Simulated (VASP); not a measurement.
LiH:

```xyz
2
Lattice="2.5017 0.0000 0.0000 0.0000 2.5017 0.0000 0.0000 0.0000 2.5017" Properties=species:S:1:pos:R:3 pbc="T T T"
Li    0.0000    0.0000    0.0000
H     1.2508    1.2508    1.2508
```

Program: VASP 6.6.1. Alike in all runs: task single point; potentials or basis VASP PAW PBE potentials, release 64 (Li_sv, H); no spin polarisation; cell as given; k mesh 6 × 6 × 6; cutoff (eV) 520; smearing gaussian 0.01 eV. Hardware: 1 thread of AMD EPYC 7R13, with other jobs on the host.

**Question.** Order these runs on this cell by their wall time, lowest first.
A. level r2SCAN
B. level PBE
C. level HSE06; grid for exact exchange (PRECFOCK) Normal; screening parameter 0.2079 1/Å

**Answer.** B (6.2 s), A (38 s), C (140 s).
